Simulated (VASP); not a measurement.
A run of VASP 6.6.1:

File INCAR:

```
SYSTEM = SiGe
PREC = Accurate
ENCUT = 500
EDIFF = 1E-6
ISMEAR = -1
SIGMA = 0.02
LREAL = .FALSE.
LASPH = .TRUE.
NELM = 200
ALGO = Normal
ISIF = 2
LWAVE = .FALSE.
LCHARG = .FALSE.
MAGMOM = 0 0 0 0 0 0 0 0 0 0 0 0
LORBIT = 11
LSORBIT = .TRUE.
GGA_COMPAT = .FALSE.
LORBMOM = .TRUE.
GGA = PE
NBANDS = 50
```

Contents of KPOINTS:

```
regular mesh
0
G
  6 6 6
  0 0 0
```

POSCAR

```
SiGe
1.0
    1.9627184944      1.1331760511      6.4105976080
   -1.9627184944      1.1331760511      6.4105976080
    0.0000000000     -2.2663521022      6.4105976080
Si Ge
2 2
Direct
    0.1861189418      0.1861189418      0.1861189418
    0.8138810582      0.8138810582      0.8138810582
    0.6889769731      0.6889769731      0.6889769731
    0.3110230269      0.3110230269      0.3110230269
```

Potentials or basis: VASP PAW PBE potentials, release 64 (Si, Ge_d).

Command:

```sh
$ cat potpaw_PBE.64/Si/POTCAR potpaw_PBE.64/Ge_d/POTCAR > POTCAR
$ mpirun -np 1 vasp_ncl > vasp.out
```

Hardware: 1 thread of Intel(R) Xeon(R) Platinum 8375C CPU @ 2.90GHz (Ice Lake), on a shared host.

Task: How long does it take, and how much memory?

Result: Run time: 13 min on 1 thread of Intel(R) Xeon(R) Platinum 8375C CPU @ 2.90GHz (Ice Lake), on a shared host, peak memory 0.91 GiB. Counts: scf iterations 13, k points 32.
